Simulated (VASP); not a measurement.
Write the native input for VASP 6.6.1 that does the following.

- Task: single point
- Functional: r2SCAN
- Dispersion: D3(BJ)
- Potentials or basis: VASP PAW PBE potentials, release 64 (Lu)
- Cutoff: 520 eV
- k mesh: 10 × 10 × 10
- Occupations: fermi-dirac, width 0.05 eV
- Spin: no spin polarisation
- Dipole correction: no
- Further INCAR settings: ALGO = Normal; EDIFF = 1e-07; NBANDS = 18

Crystal: Lu.

```xyz
1
Lattice="-1.9367 1.9367 1.9367 1.9367 -1.9367 1.9367 1.9367 1.9367 -1.9367" Properties=species:S:1:pos:R:3 pbc="T T T"
Lu    0.0000    0.0000    0.0000
```

One way to write it, as run:

POSCAR

```
Lu
1.0
   -1.9367067076      1.9367067076      1.9367067076
    1.9367067076     -1.9367067076      1.9367067076
    1.9367067076      1.9367067076     -1.9367067076
Lu
1
Direct
    0.0000000000      0.0000000000      0.0000000000
```

INCAR.step1

```
ALGO = Normal
EDIFF = 1E-4
ENCUT = 520
GGA = PE
ISMEAR = -1
LASPH = T
LCHARG = F
LREAL = F
LWAVE = T
NBANDS = 18
NELM = 80
PREC = Accurate
SIGMA = 0.05
```

INCAR.step2

```
ALGO = Normal
EDIFF = 1E-7
ENCUT = 520
ISIF = 2
ISMEAR = -1
ISTART = 1
IVDW = 12
LASPH = T
LCHARG = F
LMIXTAU = T
LREAL = F
LWAVE = F
METAGGA = R2SCAN
NBANDS = 18
NELM = 80
PREC = Accurate
SIGMA = 0.05
VDW_A1 = 0.49484001
VDW_A2 = 5.73083694
VDW_S6 = 1.0
VDW_S8 = 0.78981345
```

KPOINTS

```
k-points
0
Gamma
  10 10 10
```

Potentials or basis: VASP PAW PBE potentials, release 64 (Lu).

The run is started by

```sh
$ cat potpaw_PBE.64/Lu/POTCAR > POTCAR
$ cp INCAR.step1 INCAR
$ mpirun -np 1 vasp_std > vasp.out
$ cp INCAR.step2 INCAR
$ mpirun -np 1 vasp_std > vasp.out
```

Results of the run:

```
Pressure                   : -0.1 GPa
Dispersion energy per atom : -0.169 eV
```

Caveat: three body term missing; the PAW data sets were made with another functional, which shifts forces and pressure a little; pairwise dispersion overbinds metals, which lowers pressure and volume.

Wall time 91 s on 1 thread of Intel(R) Xeon(R) Platinum 8375C CPU @ 2.90GHz (Ice Lake) (shared host), peak memory 0.2 GiB.
